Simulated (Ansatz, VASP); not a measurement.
## Two plane-wave programs on B6Ir

The input INCAR:

```
  ALGO = Normal
  EDIFF = 1E-6
  EDIFFG = -0.04
  ENCUT = 600
  GGA = PE
  IBRION = 2
  ISIF = 3
  ISMEAR = 0
  LASPH = True
  LCHARG = False
  LREAL = False
  LWAVE = False
  NELM = 60
  NSW = 90
  PREC = Accurate
  SIGMA = 0.1
```

KPOINTS

```
k-points
0
Gamma
  6 6 6
```

Contents of POSCAR:

```
B6Ir
1.0
    4.6786546481      0.0000000000      0.0000000000
   -2.3393273241      4.0518337808      0.0000000000
    0.0000000000      0.0000000000      3.2520034857
B Ir
6 1
Direct
    0.2060965564      0.7939034436      0.5000000000
    0.2060965564      0.4121931128      0.5000000000
    0.5878068872      0.7939034436      0.5000000000
    0.7939034436      0.2060965564      0.5000000000
    0.7939034436      0.5878068872      0.5000000000
    0.4121931128      0.2060965564      0.5000000000
    0.0000000000      0.0000000000      0.0000000000
```

Input for Ansatz:

```yaml
crystal:
  lattice:
    - [4.6786546481, 0.0, 0.0]
    - [-2.3393273241, 4.0518337808, 0.0]
    - [0.0, 0.0, 3.2520034857]
  atoms:
    - { symbol: B, position: [0.2060965564, 0.7939034436, 0.5] }
    - { symbol: B, position: [0.2060965564, 0.4121931128, 0.5] }
    - { symbol: B, position: [0.5878068872, 0.7939034436, 0.5] }
    - { symbol: B, position: [0.7939034436, 0.2060965564, 0.5] }
    - { symbol: B, position: [0.7939034436, 0.5878068872, 0.5] }
    - { symbol: B, position: [0.4121931128, 0.2060965564, 0.5] }
    - { symbol: Ir, position: [0.0, 0.0, 0.0] }
basis:
  ecutwfc: 420
kpoints:
  mp_grid: { grid: [6, 6, 6] }
hamiltonian:
  xc: pbe
scf:
  occupations: { method: gaussian, width: 0.1 }
  lower_state_search: "off"
output:
  forces: true
  stress: true
  eigenvalues: true
relax:
  adjacent_minimum: "off"
  f_tol: 0.04
  max_steps: 70
  cell: { stress_tol: 0.4 }
```

Alike in both runs: task relaxation of cell and atoms; functional PBE; k mesh 6 × 6 × 6; occupations gaussian, width 0.1 eV; no spin polarisation.

|  | VASP | Ansatz |
| --- | --- | --- |
| version | VASP 6.6.1 | Ansatz 0.2.0 |
| potentials or method | VASP PAW PBE potentials, release 64 (B, Ir), cutoff 600 eV | scalar-relativistic, plane waves, PAW |
| valence electrons in the cell | 27 | 35 |

|  | VASP | Ansatz | Ansatz less VASP |
| --- | --- | --- | --- |
| gap on the k mesh at the Fermi level, each at its own relaxed structure (eV) | none | none | - |
| relaxed volume (Å³/atom) | 8.83 | 8.82 | -0.011 |
| relaxed length of the cell vector where the two differ most in proportion (Å) | 3.249 | 3.246 | -0.0031 |

A gap of «none» marks a metal or a gap that the smearing closes. VASP's potentials hold 27 valence electrons a cell and Ansatz's 35, so a difference there can come from the potentials and not from the codes.

Neither program's run includes spin-orbit coupling.
